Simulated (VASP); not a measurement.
A run of VASP 6.6.1:

Contents of INCAR:

```
PREC     = Accurate       # precision mode
ENCUT    = 520            # plane-wave cutoff, eV
EDIFF    = 1E-6           # SCF threshold, eV
ISMEAR   = -1             # smearing method
SIGMA    = 0.05           # smearing width, eV
LREAL    = F              # projectors in reciprocal space
LASPH    = T              # aspherical terms in the spheres
NELM     = 150            # most SCF steps
ALGO     = Normal         # electronic algorithm
ISIF     = 2              # what is computed and relaxed
LWAVE    = F              # write WAVECAR
LCHARG   = F              # write CHGCAR
ISPIN    = 2              # spin polarisation
MAGMOM   = 2 1            # initial moments
LORBIT   = 11             # projections on sites
LMAXMIX  = 4              # l up to which the mixer works
GGA      = PE             # functional
IVDW     = 13             # dispersion correction
NBANDS   = 22             # bands
```

The input KPOINTS:

```
Automatic mesh
0
Gamma
  9 9 9
```

The input POSCAR:

```
TiCo
1.0
    2.9614043934      0.0000000000      0.0000000000
    0.0000000000      2.9614043934      0.0000000000
    0.0000000000      0.0000000000      2.9614043934
Co Ti
1 1
Direct
    0.5000000000      0.5000000000      0.5000000000
    0.0000000000      0.0000000000      0.0000000000
```

Potentials or basis: VASP PAW PBE potentials, release 64 (Co, Ti_sv).

Command:

```bash
$ cat potpaw_PBE.64/Co/POTCAR potpaw_PBE.64/Ti_sv/POTCAR > POTCAR
$ mpirun -np 1 vasp_std > vasp.out
```

Hardware: 1 thread of Intel(R) Xeon(R) 6975P-C (Granite Rapids), on a shared host.

Question: Estimate the wall time of this run.

Answer: Run time: 20 s on 1 thread of Intel(R) Xeon(R) 6975P-C (Granite Rapids) (shared host), peak memory 0.16 GiB. Counts: scf iterations 18, k points 35.
